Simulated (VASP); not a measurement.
# Al3BP4 (I-42m) in VASP: notebook

Runs on Al3BP4. Level: PBE. Tasks: single point, relaxation of cell and atoms.

Everything below comes from runs of VASP 6.6.1. Logs are shortened: lines on timing, memory, paths and dates and some standing lists are left out, and cuts for length are marked.

## 1. The cell of the first run

Symmetry: I-42m, No. 121, tetragonal system. Conventional cell: a = 5.280 Å, b = 5.280 Å, c = 10.485 Å, α = 90.00°, β = 90.00°, γ = 90.00°. Within 3.1 Å of Al (site symmetry -4) lie 4 P at 2.36 Å. Al (site symmetry -42m) has 4 P at 2.42 Å within 3.2 Å. B (site symmetry -42m) has 4 P at 2.02 Å within 2.7 Å. P (site symmetry m) has 1 B at 2.02 Å and 3 Al at 2.36 to 2.42 Å within 2.7 Å.

## 2. Single point, PBE

File INCAR:

```
  PREC = Accurate
  ENCUT = 520
  EDIFF = 1E-7
  ISMEAR = 0
  SIGMA = 0.02
  LREAL = False
  LASPH = True
  NELM = 60
  ALGO = Normal
  ISIF = 2
  LWAVE = False
  LCHARG = False
  GGA = PE
  NBANDS = 26
```

File KPOINTS:

```
Automatic mesh
0
Gamma
  8 8 8
```

File POSCAR:

```
Al3BP4
1.0
   -2.6401594093      2.6401594093      5.2427360137
    2.6401594093     -2.6401594093      5.2427360137
    2.6401594093      2.6401594093     -5.2427360137
Al B P
3 1 4
Direct
    0.7500000000      0.2500000000      0.5000000000
    0.0000000000      0.0000000000      0.0000000000
    0.2500000000      0.7500000000      0.5000000000
    0.5000000000      0.5000000000      0.0000000000
    0.8326494322      0.3953439525      0.0000000000
    0.1673505678      0.1673505678      0.5626945203
    0.3953439525      0.8326494322      0.0000000000
    0.6046560475      0.6046560475      0.4373054797
```

Potentials or basis: VASP PAW PBE potentials, release 64 (Al, B, P).

On the command line:

```
cat potpaw_PBE.64/Al/POTCAR potpaw_PBE.64/B/POTCAR potpaw_PBE.64/P/POTCAR > POTCAR
mpirun -np 1 vasp_std > vasp.out
```

OUTCAR:

```text
PREC = Accurate
   ENCUT = 520
   EDIFF = 1E-7
   ISMEAR = 0
   LREAL = False
   LASPH = True
   NELM = 60
   ISIF = 2
   GGA = PE

 ion  position               nearest neighbor table
   1  0.750  0.250  0.500-   5 2.36   6 2.36   8 2.36   7 2.36
   2  0.000  0.000  0.000-   6 2.42   5 2.42   7 2.42   8 2.42
   3  0.250  0.750  0.500-   6 2.36   7 2.36   8 2.36   5 2.36
   4  0.500  0.500  0.000-   8 2.02   6 2.02   7 2.02   5 2.02
   5  0.833  0.395  0.000-   4 2.02   3 2.36   1 2.36   2 2.42
   6  0.167  0.167  0.563-   4 2.02   3 2.36   1 2.36   2 2.42
   7  0.395  0.833  0.000-   4 2.02   1 2.36   3 2.36   2 2.42
   8  0.605  0.605  0.437-   4 2.02   3 2.36   1 2.36   2 2.42

  LATTYP: Found a body centered tetragonal cell.
 ALAT       =     5.2803188186
 C/A-ratio  =     1.9857649486

  Lattice vectors:

 A1 = (  -2.6401594093,   2.6401594093,   5.2427360137)
 A2 = (   2.6401594093,  -2.6401594093,   5.2427360137)
 A3 = (   2.6401594093,   2.6401594093,  -5.2427360137)

Analysis of symmetry for initial positions (statically):
=====================================================================
 Subroutine PRICEL returns:
 Original cell was already a primitive cell.

 Routine SETGRP: Setting up the symmetry group for a
 body centered tetragonal supercell.

 Subroutine GETGRP returns: Found  8 space group operations
 (whereof  8 operations were pure point group operations)
 out of a pool of 16 trial point group operations.

The static configuration has the point symmetry D_2d.

Analysis of symmetry for dynamics (positions and initial velocities):
=====================================================================
 Subroutine PRICEL returns:
 Original cell was already a primitive cell.

 Routine SETGRP: Setting up the symmetry group for a
 body centered tetragonal supercell.

 Subroutine GETGRP returns: Found  8 space group operations
 (whereof  8 operations were pure point group operations)
 out of a pool of 16 trial point group operations.

The dynamic configuration has the point symmetry D_2d.

 Subroutine INISYM returns: Found  8 space group operations
 (whereof  8 operations are pure point group operations),
 and found     1 'primitive' translations
[... 101 lines left out ...]
   ISPIN  =      1    spin polarized calculation?
   LNONCOLLINEAR =      F non collinear calculations
   LSORBIT =      F    spin-orbit coupling
   LASPH  =      T    aspherical Exc in radial PAW
   ENCUT  =  520.0 eV  38.22 Ry    6.18 a.u.  11.97 11.97 11.97*2*pi/ulx,y,z
   NELM   =     60;   NELMIN=  2; NELMDL= -5     # of ELM steps
   EDIFF  = 0.1E-06   stopping-criterion for ELM
   LREAL  =      F    real-space projection
   EDIFFG = 0.1E-05   stopping-criterion for IOM
   NSW    =      0    number of steps for IOM
   IBRION =     -1    ionic relax: 0-MD 1-quasi-New 2-CG
   NFREE  =      0    steps in history (QN), initial steepest desc. (CG)
   ISIF   =      2    stress and relaxation
   ISYM   =      2    0-nonsym 1-usesym 2-fastsym
   POTIM  = 0.5000    time-step for ionic-motion
   TEBEG  =    0.0;   TEEND  =   0.0 temperature during run
   PSTRESS=    0.0 pullay stress
   NELECT =      32.0000    total number of electrons
   NUPDOWN=      -1.0000    fix difference up-down
   EMIN   =  10.00;   EMAX   =-10.00  energy-range for DOS
   EFERMI =   0.00;   METHOD = LEGACY
   ISMEAR =     0;   SIGMA  =   0.02  broadening in eV -4-tet -1-fermi 0-gaus
   EFERMI_NEDOS =   21; number of points for ismear=-14 and -15
   IALGO  =     38    algorithm
   IMIX   =      4    mixing-type and parameters
     AMIX     =   0.40;   BMIX     =  1.00
     AMIX_MAG =   1.60;   BMIX_MAG =  1.00
  volume/ion in A,a.u.               =      18.27       123.31
  Fermi-wavevector in a.u.,A,eV,Ry     =   0.986655  1.864508 13.245114  0.973488
  Thomas-Fermi vector in A             =   2.118052
   LORBIT       =      0    0 simple, 1 ext, 2 COOP (PROOUT), +10 PAW based schemes
   GGA     = PE    functional components
   LHFCALC =     F    Hartree Fock is set to
   AEXX    =    0.0000 exact exchange contribution
   IVDW    =     0    specifies the selected vdW correction
   LEPSILON=     F    determine dielectric tensor
   LRPA    =     F    only Hartree local field effects (RPA)
 non-spin polarized calculation
 Gauss-broadening in eV      SIGMA  =   0.02
  energy-cutoff  :      520.00
  volume of cell :      146.18
 maximum number of plane-waves:      3954
   NGX = 23   NGY = 23   NGZ = 23

 number of electron      32.0000000 magnetization

 Free energy of the ion-electron system (eV)
  ---------------------------------------------------
  ext. energy  EPLUGINS =         0.00000000
  ---------------------------------------------------
  free energy    TOTEN  =       -43.15070315 eV

  energy without entropy =      -43.15070315  energy(sigma->0) =      -43.15070315

 E-fermi :   5.3310     XC(G=0):  -9.5158

 val. band max:        5.2061803431   @ k =   0.0000   0.0000   0.0000
 cond. band min:       6.3454616525   @ k =   0.0000   0.0000   0.0000
 fundamental gap:      1.1392813094
 Fermi energy:         5.3310339039

 k-point     1 :       0.0000    0.0000    0.0000
  band No.  band energies     occupation
      1      -7.3568      2.00000
      2      -4.4041      2.00000
      3      -4.2706      2.00000
      4      -4.2706      2.00000
      5      -2.0658      2.00000
      6      -0.0130      2.00000
[... 685 lines left out ...]
     25      10.6365      0.00000
     26      10.6646      0.00000

 [... further k-points ...]
[... 5 lines left out ...]
  --------------------------------------------------------------------------------------
  -------------------------------------------------------------------------------------
  Total       -0.0730886     -0.0730886     -0.1426755      0.0000000     -0.0000000      0.0000000
  in kB       -0.8010912     -0.8010912     -1.5638019      0.0000000     -0.0000000      0.0000000
  external PRESSURE =      -1.0553281 kB  Pullay stress =       0.0000000 kB

 VOLUME and BASIS-vectors are now :
 -----------------------------------------------------------------------------
  energy-cutoff  :      520.00
  volume of cell :      146.18
      direct lattice vectors                 reciprocal lattice vectors
    -2.640159409  2.640159409  5.242736014     0.000000000  0.189382504  0.095370051
     2.640159409 -2.640159409  5.242736014     0.189382504  0.000000000  0.095370051
     2.640159409  2.640159409 -5.242736014     0.189382504  0.189382504  0.000000000

 POSITION                                       TOTAL-FORCE (eV/Angst)
 -----------------------------------------------------------------------------------
      0.00000      2.64016      2.62137        -0.000000      0.000000      0.000000
      0.00000      0.00000      0.00000        -0.000000      0.000000     -0.000000
      2.64016      0.00000      2.62137        -0.000000      0.000000      0.000000
      0.00000      0.00000      5.24274        -0.000000      0.000000     -0.000000
     -1.15456      1.15456      6.43805         0.000138     -0.000138     -0.003621
      1.48560      1.48560     -1.19531         0.000138      0.000138      0.003621
      1.15456     -1.15456      6.43805        -0.000138      0.000138     -0.003621
      1.15456      1.15456      4.04743        -0.000138     -0.000138      0.003621
 -----------------------------------------------------------------------------------
    total drift:                                0.000000      0.000000      0.000001

  FREE ENERGIE OF THE ION-ELECTRON SYSTEM (eV)
  ---------------------------------------------------
  free  energy   TOTEN  =       -43.1507031523 eV

  energy  without entropy=      -43.1507031523  energy(sigma->0) =      -43.15070315
```

stdout:

```text
POSCAR found type information on POSCAR AlB P
 POSCAR found :  3 types and       8 ions
 scaLAPACK will be used
 LDA part: xc-table for (Slater+PW92), standard interpolation
 POSCAR, INCAR and KPOINTS ok, starting setup
 FFT: planning ... GRIDC
 FFT: planning ... GRID_SOFT
 FFT: planning ... GRID
 WAVECAR not read
 entering main loop
```

Wall time 3.1 min (1 thread of AMD EPYC 9R45 (Zen 5), shared host); peak memory 0.4 GiB.

What came out:

```yaml
Free_energy: -43.1507 eV
Pressure: -0.1 GPa
Largest_force: 0.004 eV/Å
Band_gap_on_the_k_mesh: 1.14 eV, direct
```

Forces on the atoms (eV/Å):
```
Al   0.000  0.000  0.000
Al   0.000  0.000  0.000
Al   0.000  0.000  0.000
B    0.000  0.000  0.000
P    0.000  0.000 -0.004
P    0.000  0.000  0.004
P    0.000  0.000 -0.004
P    0.000  0.000  0.004
```

A k mesh can miss the band edges. A hybrid or GW would open this gap; PBE tends to underestimate it.

## 3. Relaxation of cell and atoms, PBE

This run uses another cell than the first one, of 16.84 Å³/atom, 0.922 times its volume.

File INCAR:

```
PREC     = Accurate       # precision mode
ENCUT    = 600            # plane-wave cutoff, eV
EDIFF    = 1E-7           # SCF threshold, eV
ISMEAR   = 0              # smearing method
SIGMA    = 0.1            # smearing width, eV
LREAL    = False          # projectors in reciprocal space
LASPH    = True           # aspherical terms in the spheres
NELM     = 60             # most SCF steps
ALGO     = Normal         # electronic algorithm
ISIF     = 3              # what is computed and relaxed
LWAVE    = False          # write WAVECAR
LCHARG   = False          # write CHGCAR
GGA      = PE             # functional
IBRION   = 2              # ionic algorithm
NSW      = 90             # ionic steps
EDIFFG   = -0.04          # ionic threshold
```

File KPOINTS:

```
Automatic mesh
0
Gamma
  6 6 6
```

File POSCAR:

```
Al3BP4
1.0
   -2.5631265500      2.5631265500      5.1262531100
    2.5631265500     -2.5631265500      5.1262531100
    2.5631265500      2.5631265500     -5.1262531100
Al B P
3 1 4
Direct
    0.7500000000      0.2500000000      0.5000000000
    0.0000000000      0.0000000000      0.0000000000
    0.2500000000      0.7500000000      0.5000000000
    0.5000000000      0.5000000000      0.0000000000
    0.8750000000      0.3750000000      0.0000000000
    0.1250000000      0.1250000000      0.5000000000
    0.3750000000      0.8750000000      0.0000000000
    0.6250000000      0.6250000000      0.5000000000
```

Potentials or basis: VASP PAW PBE potentials, release 64 (Al, B, P).

On the command line:

```
cat potpaw_PBE.64/Al/POTCAR potpaw_PBE.64/B/POTCAR potpaw_PBE.64/P/POTCAR > POTCAR
mpirun -np 1 vasp_std > vasp.out
```

Wall time 9.6 min (1 thread of AMD EPYC 9R45 (Zen 5), shared host); peak memory 0.39 GiB.

Results (log left out):

```
Free energy                            : -43.1511 eV
Relaxed volume                         : 18.27 Å³/atom
Relaxed cell                           : a = 6.438 Å, b = 6.438 Å, c = 6.438 Å, α = 131.59°, β = 131.59°, γ = 70.88°
Space group after relaxing (to 0.05 Å) : I-42m (No. 121)
Energy gained by relaxing              : 280.9 meV/atom
Ionic steps                            : 9
Pressure after relaxing                : -0.1 GPa
Largest force after relaxing           : 0.036 eV/Å
Band gap on the k mesh                 : 1.14 eV, direct
```

Forces in eV/Å, atoms in the order of the input:
```
Al   0.000  0.000  0.000
Al   0.000  0.000  0.000
Al   0.000  0.000  0.000
B    0.000  0.000  0.000
P    0.021 -0.021 -0.020
P    0.021  0.021  0.020
P   -0.021  0.021 -0.020
P   -0.021 -0.021  0.020
```

Stress tensor (GPa, compression positive):
```
-0.04  0.00  0.00
 0.00 -0.04  0.00
 0.00  0.00 -0.17
```

The path:
| step | energy change (eV) | largest force (eV/Å) | pressure (GPa) | volume (Å³) |
| --- | --- | --- | --- | --- |
| 1 | 0.0000 | 3.3727 | 14.15 | 134.71 |
| 2 | -1.4216 | 0.8688 | -8.95 | 165.83 |
| 3 | -1.6190 | 1.4187 | -4.80 | 156.73 |
| 4 | -2.1525 | 0.5999 | -2.35 | 150.15 |
| 5 | -2.2345 | 0.2926 | -0.44 | 146.66 |
| 6 | -2.2348 | 0.2713 | -0.57 | 146.89 |
| 7 | -2.2455 | 0.0877 | 0.32 | 145.55 |
| 8 | -2.2456 | 0.0844 | 0.35 | 145.50 |
| 9 | -2.2473 | 0.0356 | -0.08 | 146.16 |

Final structure:
```
CELL_PARAMETERS angstrom
-2.63948 2.63948 5.24482
2.63948 -2.63948 5.24482
2.63948 2.63948 -5.24482
ATOMIC_POSITIONS crystal
Al 0.75000 0.25000 0.50000
Al 0.00000 0.00000 0.00000
Al 0.25000 0.75000 0.50000
B 0.50000 0.50000 0.00000
P 0.83301 0.39512 0.00000
P 0.16699 0.16699 0.56212
P 0.39512 0.83301 0.00000
P 0.60488 0.60488 0.43788
```

Levels at points of the mesh, in eV from the valence-band top:
```tsv
k point	band 14	band 15	band 16	band 17	band 18	band 19
(0.00, 0.00, 0.00)	-0.13	0.00	0.00	1.14	1.87	3.57
(0.50, 0.00, 0.00)	-1.85	-1.23	-0.99	3.02	3.30	3.83
(0.50, 0.50, 0.00)	-0.87	-0.74	-0.58	1.88	3.06	3.13
(0.50, 0.50, 0.50)	-1.68	-1.20	-1.20	1.53	1.53	1.88
```
